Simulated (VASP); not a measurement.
# W in VASP: single point with PBEsol

Aim: the single point of W with PBEsol.

All numbers are computed with VASP 6.6.1; they aren't measurements. Logs are shortened: lines on timing, memory, paths and dates and some standing lists are left out, and cuts for length are marked.

### 1 The cell of the first run

The cell holds a slab with vacuum, 4 atoms: a = 6.875 Å, b = 2.732 Å, c = 18.529 Å, α = 90.00°, β = 90.00°, γ = 97.61°.

### 2 Single point, PBEsol

Input file INCAR:

```
PREC = Accurate
ENCUT = 400
EDIFF = 1E-6
ISMEAR = 1
SIGMA = 0.1
LREAL = F
LASPH = T
NELM = 120
ALGO = Normal
ISIF = 2
LWAVE = F
LCHARG = F
LDIPOL = T
IDIPOL = 3
DIPOL = 0.5 0.5 0.500
GGA = PS
NBANDS = 36
GGA_COMPAT = F
NELMDL = -8
```

Input file KPOINTS:

```
Automatic mesh
0
Gamma
  5 12 1
```

Input file POSCAR:

```
W
1.0
    6.8749655660      0.0000000000      0.0000000000
   -0.3618402930      2.7077648100      0.0000000000
    0.0000000000      0.0000000000     18.5291871080
W
4
Direct
    0.0000000000      0.0000000000      0.4317512664
    0.6428571429      0.2142857143      0.4772504221
    0.2857142857      0.4285714286      0.5227495779
    0.9285714286      0.6428571429      0.5682487336
```

Potentials or basis: VASP PAW PBE potentials, release 64 (W_sv).

On the command line:

```sh
> cat potpaw_PBE.64/W_sv/POTCAR > POTCAR
> mpirun -np 1 vasp_std > vasp.out
```

OUTCAR:

```text
PREC = Accurate
   ENCUT = 400
   EDIFF = 1E-6
   ISMEAR = 1
   LREAL = F
   LASPH = T
   NELM = 120
   ISIF = 2
   GGA = PS
   NELMDL = -8

 ion  position               nearest neighbor table
   1  0.000  0.000  0.432-   2 2.73   3 2.73   4 2.73   2 3.15   3 3.15   4 3.15
   2  0.643  0.214  0.477-   1 2.73   3 2.73   4 2.73   1 3.15   3 3.15   4 3.15
   3  0.286  0.429  0.523-   4 2.73   2 2.73   1 2.73   4 3.15   2 3.15   1 3.15
   4  0.929  0.643  0.568-   3 2.73   2 2.73   1 2.73   3 3.15   2 3.15   1 3.15

  Warning from LATTYP: Monoclinic adjustment (A1->A3, A2->A1, A3->A2)!
  LATTYP: Found a simple monoclinic cell.
 ALAT       =     2.7318343039
 B/A-ratio  =     6.7826906931
 C/A-ratio  =     2.5166114783
 COS(beta)  =    -0.1324532357

  Lattice vectors:

 A1 = (  -0.3618402930,   2.7077648100,   0.0000000000)
 A2 = (   0.0000000000,   0.0000000000,  18.5291871080)
 A3 = (   6.8749655660,   0.0000000000,   0.0000000000)

Analysis of symmetry for initial positions (statically):
=====================================================================
 Subroutine PRICEL returns:
 Original cell was already a primitive cell.

 Routine SETGRP: Setting up the symmetry group for a
 simple monoclinic supercell.

 Subroutine GETGRP returns: Found  2 space group operations
 (whereof  1 operations were pure point group operations)
 out of a pool of  4 trial point group operations.

The static configuration has the point symmetry C_1 .
 The point group associated with its full space group is S_2 .

Analysis of symmetry for dynamics (positions and initial velocities):
=====================================================================
 Subroutine PRICEL returns:
 Original cell was already a primitive cell.

 Routine SETGRP: Setting up the symmetry group for a
 simple monoclinic supercell.

 Subroutine GETGRP returns: Found  2 space group operations
 (whereof  1 operations were pure point group operations)
 out of a pool of  4 trial point group operations.

The dynamic configuration has the point symmetry C_1 .
 The point group associated with its full space group is S_2 .

 Subroutine INISYM returns: Found  2 space group operations
 (whereof  1 operations are pure point group operations),
 and found     1 'primitive' translations

----------------------------------------------------------------------------------------

                                     Primitive cell

  volume of cell :     344.9355

  direct lattice vectors                    reciprocal lattice vectors
     6.874965566  0.000000000  0.000000000     0.145455274  0.019437279  0.000000000
    -0.361840293  2.707764810  0.000000000     0.000000000  0.369308293  0.000000000
     0.000000000  0.000000000 18.529187108     0.000000000  0.000000000  0.053968908

  length of vectors
     6.874965566  2.731834304 18.529187108     0.146748235  0.369308293  0.053968908

  position of ions in fractional coordinates (direct lattice)
     0.000000000  0.000000000  0.431751266
     0.642857143  0.214285714  0.477250422
     0.285714286  0.428571429  0.522749578
     0.928571429  0.642857143  0.568248734

  ion indices of the primitive-cell ions
   primitive index   ion index
                 1           1
                 2           2
                 3           3
                 4           4

----------------------------------------------------------------------------------------

 KPOINTS: Automatic mesh

Automatic generation of k-mesh.
 Grid dimensions read from file:
 generate k-points for:    5   12    1

 Generating k-lattice:

  Cartesian coordinates                     Fractional coordinates (reciprocal lattice)
     0.029091055  0.003887456  0.000000000     0.200000000 -0.000000000  0.000000000
     0.000000000  0.030775691  0.000000000     0.000000000  0.083333333  0.000000000
     0.000000000  0.000000000  0.053968908     0.000000000  0.000000000  1.000000000

  Length of vectors
     0.029349647  0.030775691  0.053968908

  Shift w.r.t. Gamma in fractional coordinates (k-lattice)
     0.000000000  0.000000000  0.000000000

 Subroutine IBZKPT returns following result:
 ===========================================

 Found     31 irreducible k-points:

 Following reciprocal coordinates:
            Coordinates               Weight
  0.000000  0.000000  0.000000      1.000000
  0.200000  0.000000  0.000000      2.000000
  0.400000  0.000000  0.000000      2.000000
  0.000000  0.083333  0.000000      2.000000
  0.200000  0.083333  0.000000      2.000000
  0.400000  0.083333  0.000000      2.000000
[... 16 lines left out ...]
 -0.200000  0.333333  0.000000      2.000000
  0.000000  0.416667  0.000000      2.000000
 [... further k-points ...]
   k-points           NKPTS =     31   k-points in BZ     NKDIM =     31   number of bands    NBANDS=     36
   number of dos      NEDOS =    301   number of ions     NIONS =      4
   total plane-waves  NPLWV = 108864
   dimension x,y,z NGX =    48 NGY =   18 NGZ =  126
   dimension x,y,z NGXF=    96 NGYF=   36 NGZF=  252
   ions per type =               4
   NGX,Y,Z   is equivalent  to a cutoff of  11.61, 10.95, 11.30 a.u.
   NGXF,Y,Z  is equivalent  to a cutoff of  23.21, 21.91, 22.61 a.u.
 SYSTEM =  unknown system
   PREC   = accura    normal or accurate (medium, high low for compatibility)
   ISTART =      0    job   : 0-new  1-cont  2-samecut
   ICHARG =      2    charge: 1-file 2-atom 10-const
   ISPIN  =      1    spin polarized calculation?
   LNONCOLLINEAR =      F non collinear calculations
   LSORBIT =      F    spin-orbit coupling
   LASPH  =      T    aspherical Exc in radial PAW
   ENCUT  =  400.0 eV  29.40 Ry    5.42 a.u.  11.21  4.45 30.22*2*pi/ulx,y,z
   NELM   =    120;   NELMIN=  2; NELMDL= -8     # of ELM steps
   EDIFF  = 0.1E-05   stopping-criterion for ELM
   LREAL  =      F    real-space projection
   EDIFFG = 0.1E-04   stopping-criterion for IOM
   NSW    =      0    number of steps for IOM
   IBRION =     -1    ionic relax: 0-MD 1-quasi-New 2-CG
   NFREE  =      0    steps in history (QN), initial steepest desc. (CG)
   ISIF   =      2    stress and relaxation
   ISYM   =      2    0-nonsym 1-usesym 2-fastsym
   POTIM  = 0.5000    time-step for ionic-motion
   TEBEG  =    0.0;   TEEND  =   0.0 temperature during run
   PSTRESS=    0.0 pullay stress
   NELECT =      56.0000    total number of electrons
   NUPDOWN=      -1.0000    fix difference up-down
   EMIN   =  10.00;   EMAX   =-10.00  energy-range for DOS
   EFERMI =   0.00;   METHOD = LEGACY
   ISMEAR =     1;   SIGMA  =   0.10  broadening in eV -4-tet -1-fermi 0-gaus
   EFERMI_NEDOS =   21; number of points for ismear=-14 and -15
   IALGO  =     38    algorithm
   IMIX   =      4    mixing-type and parameters
     AMIX     =   0.40;   BMIX     =  1.00
     AMIX_MAG =   1.60;   BMIX_MAG =  1.00
  volume/ion in A,a.u.               =      86.23       581.93
  Fermi-wavevector in a.u.,A,eV,Ry     =   0.893082  1.687681 10.851956  0.797596
  Thomas-Fermi vector in A             =   2.015114
   LORBIT       =      0    0 simple, 1 ext, 2 COOP (PROOUT), +10 PAW based schemes
   GGA     = PS    functional components
   LHFCALC =     F    Hartree Fock is set to
   AEXX    =    0.0000 exact exchange contribution
   IVDW    =     0    specifies the selected vdW correction
   LEPSILON=     F    determine dielectric tensor
   LRPA    =     F    only Hartree local field effects (RPA)
 non-spin polarized calculation
 Methfessel and Paxton  Order N= 1 SIGMA  =   0.10
  energy-cutoff  :      400.00
  volume of cell :      344.94
 maximum number of plane-waves:      6337
 NGX is ok and might be reduce to    48
   NGX = 23   NGY =  9   NGZ = 61

 number of electron      56.0000002 magnetization

 dipolmoment           0.000000      0.000000      0.000000 electrons x Angstroem

 Free energy of the ion-electron system (eV)
  ---------------------------------------------------
  ext. energy  EPLUGINS =         0.00000000
  ---------------------------------------------------
  free energy    TOTEN  =       -45.66175272 eV

  energy without entropy =      -45.65905828  energy(sigma->0) =      -45.66085457

 E-fermi :  -1.6330     XC(G=0):  -3.8051

 val. band max:       -1.6494292524   @ k =  -0.2000   0.1667   0.0000
 cond. band min:      -1.6291870588   @ k =   0.2000   0.5000   0.0000
 fundamental gap:      0.0202421937
 Fermi energy:        -1.6329506072

 k-point     1 :       0.0000    0.0000    0.0000
  band No.  band energies     occupation
      1     -75.7857      2.00000
      2     -75.7468      2.00000
      3     -75.5229      2.00000
      4     -75.4930      2.00000
      5     -40.4344      2.00000
      6     -40.1299      2.00000
[... 28 lines left out ...]
     35       0.6558      0.00000
     36       0.8771      0.00000

 k-point     2 :       0.2000    0.0000    0.0000
  band No.  band energies     occupation
      1     -75.7855      2.00000
      2     -75.7468      2.00000
      3     -75.5246      2.00000
      4     -75.4915      2.00000
      5     -40.4259      2.00000
      6     -40.1718      2.00000
[... 28 lines left out ...]
     35       0.7319      0.00000
     36       0.8866      0.00000

 k-point     3 :       0.4000    0.0000    0.0000
  band No.  band energies     occupation
      1     -75.7852      2.00000
      2     -75.7468      2.00000
      3     -75.5271      2.00000
      4     -75.4893      2.00000
      5     -40.4086      2.00000
      6     -40.2234      2.00000
[... 28 lines left out ...]
     35       0.7012      0.00000
     36       0.7486      0.00000

 k-point     4 :       0.0000    0.0833    0.0000
  band No.  band energies     occupation
      1     -75.7812      2.00000
      2     -75.7432      2.00000
      3     -75.5187      2.00000
      4     -75.4893      2.00000
      5     -40.4221      2.00000
      6     -40.1197      2.00000
[... 28 lines left out ...]
     35       0.4907      0.00000
     36       0.7823      0.00000

 k-point     5 :       0.2000    0.0833    0.0000
  band No.  band energies     occupation
      1     -75.7811      2.00000
      2     -75.7432      2.00000
      3     -75.5205      2.00000
      4     -75.4877      2.00000
      5     -40.4140      2.00000
      6     -40.1598      2.00000
[... 655 lines left out ...]
 k-point    22 :      -0.4000    0.3333    0.0000
  band No.  band energies     occupation
      1     -75.7348      2.00000
      2     -75.7071      2.00000
      3     -75.4790      2.00000
      4     -75.4487      2.00000
      5     -40.2962      2.00000
      6     -40.1512      2.00000
[... 28 lines left out ...]
     35       0.6108      0.00000
     36       1.1021      0.00000

 k-point    23 :      -0.2000    0.3333    0.0000
  band No.  band energies     occupation
      1     -75.7349      2.00000
      2     -75.7072      2.00000
      3     -75.4771      2.00000
      4     -75.4504      2.00000
      5     -40.3004      2.00000
      6     -40.1695      2.00000
[... 28 lines left out ...]
     35       0.5496      0.00000
     36       1.0502      0.00000

 k-point    24 :       0.0000    0.4167    0.0000
  band No.  band energies     occupation
      1     -75.7221      2.00000
      2     -75.6980      2.00000
      3     -75.4646      2.00000
      4     -75.4412      2.00000
      5     -40.3184      2.00000
      6     -40.2850      2.00000
[... 28 lines left out ...]
     35       1.2556      0.00000
     36       1.4502      0.00000

 [... further k-points ...]

------------------------ aborting loop because EDIFF is reached ----------------------------------------

 vacuum level on the upper side and lower side of the slab       (xc-potential included)        -0.078        -0.078

  FORCE on cell =-STRESS in cart. coord.  units (eV):
  Direction    XX          YY          ZZ          XY          YZ          ZX
  --------------------------------------------------------------------------------------
  -------------------------------------------------------------------------------------
  Total      -15.9661647    -14.8973188     -8.9036765     -1.0489207     -0.0903748     -0.7313931
  in kB      -74.1606203    -69.1959792    -41.3563425     -4.8720910     -0.4197786     -3.3972197
  external PRESSURE =     -61.5709807 kB  Pullay stress =       0.0000000 kB

 VOLUME and BASIS-vectors are now :
 -----------------------------------------------------------------------------
  energy-cutoff  :      400.00
  volume of cell :      344.94
      direct lattice vectors                 reciprocal lattice vectors
     6.874965566  0.000000000  0.000000000     0.145455274  0.019437279  0.000000000
    -0.361840293  2.707764810  0.000000000     0.000000000  0.369308293  0.000000000
     0.000000000  0.000000000 18.529187108     0.000000000  0.000000000  0.053968908

 POSITION                                       TOTAL-FORCE (eV/Angst)
 -----------------------------------------------------------------------------------
      0.00000      0.00000      8.00000        -0.035479      0.032909      3.118653
      4.34208      0.58024      8.84306         0.973609      0.008187      1.147036
      1.80920      1.16047      9.68612        -0.973609     -0.008187     -1.147036
      6.15128      1.74071     10.52919         0.035479     -0.032909     -3.118653
 -----------------------------------------------------------------------------------
    total drift:                               -0.000006     -0.000009      0.000048

  FREE ENERGIE OF THE ION-ELECTRON SYSTEM (eV)
  ---------------------------------------------------
  free  energy   TOTEN  =       -45.6617527219 eV

  energy  without entropy=      -45.6590582777  energy(sigma->0) =      -45.66085457

 vacuum level on the upper side and lower side of the slab         2.925         2.925
```

It took 11 min on 1 thread of Oxide Virtual Turin-like, shared host; peak memory 0.4 GiB.

What came out:

* Free energy: -45.6618 eV
* Largest force: 3.119 eV/Å
* Band gap on the k mesh: zero (bands 28 and 29 overlap by 0.76 eV)

Forces in eV/Å, atoms in the order of the input:
```
W   -0.035  0.033  3.119
W    0.974  0.008  1.147
W   -0.974 -0.008 -1.147
W    0.035 -0.033 -3.119
```

Caveat: the PAW data sets were made with another functional, which shifts forces and pressure a little; spin-orbit coupling is left out, which moves the levels of the heavy elements.

The gap in the log of VASP goes by the Fermi energy; the results here count the filled bands.